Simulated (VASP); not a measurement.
Set up this calculation in VASP 6.6.1, as the native input.

| Quantity | Value |
| --- | --- |
| Task | relaxation of cell and atoms |
| Functional | PBE |
| Potentials or basis | VASP PAW PBE potentials, release 64 (Ta_pv, Bi_d) |
| Cutoff | 600 eV |
| k mesh | 14 × 14 × 12 |
| Occupations | fermi-dirac, width 0.1 eV |
| Spin | no spin polarisation |
| Target pressure | 200 GPa |
| Dipole correction | no |
| Further INCAR settings | ALGO = Normal; EDIFF = 1e-06; IBRION = 2; EDIFFG = -0.005; NSW = 32; ISIF = 3 |

The structure of TaBi (WC type) lies in POSCAR:

```
TaBi
1.0
    2.7934215666      0.0000000000      0.0000000000
   -1.3967107833      2.4191740402      0.0000000000
    0.0000000000      0.0000000000      3.9267667070
Ta Bi
1 1
Direct
    0.0000000000      0.0000000000      0.0000000000
    0.3333333333      0.6666666667      0.5000000000
```

These files were run (other wordings do the same):

INCAR

```
SYSTEM = TaBi
ALGO = Normal ; EDIFF = 1E-6
EDIFFG = -0.005 ; ENCUT = 600
GGA = PE ; IBRION = 2
ISIF = 3 ; ISMEAR = -1
LASPH = .True. ; LCHARG = .False.
LREAL = .False. ; LWAVE = .False.
NELM = 100 ; NSW = 32
PREC = Accurate ; PSTRESS = 2000.0
SIGMA = 0.1
```

KPOINTS

```
k-points
0
Gamma
  14 14 12
  0 0 0
```

Potentials or basis: VASP PAW PBE potentials, release 64 (Ta_pv, Bi_d).

Run with:

```sh
$ cat potpaw_PBE.64/Ta_pv/POTCAR potpaw_PBE.64/Bi_d/POTCAR > POTCAR
$ mpirun -np 1 vasp_std > vasp.out
```

It gave:

```yaml
Relaxed_volume: 13.29 Å³/atom
Relaxed_cell: a = 2.794 Å, b = 2.794 Å, c = 3.931 Å, α = 90.00°, β = 90.00°, γ = 120.00°
Space_group_after_relaxing_to_0.1_Å: P-6m2 (No. 187)
Energy_change_on_relaxing_the_run_minimises_the_enthalpy: -26.2 meV/atom
Ionic_steps: 5
Pressure_after_relaxing: 200.0 GPa
Band_gap_on_the_k_mesh: zero (bands 13 and 14 overlap by 3.12 eV)
```

Caveat: the cell is relaxed towards a set pressure, so the run minimises the enthalpy, not the energy; spin-orbit coupling is left out, which moves the levels of the heavy elements.

Run time: 100 s on 1 thread of AMD EPYC 9R45 96-Core Processor (Zen 5), on a shared host, peak memory 0.21 GiB.
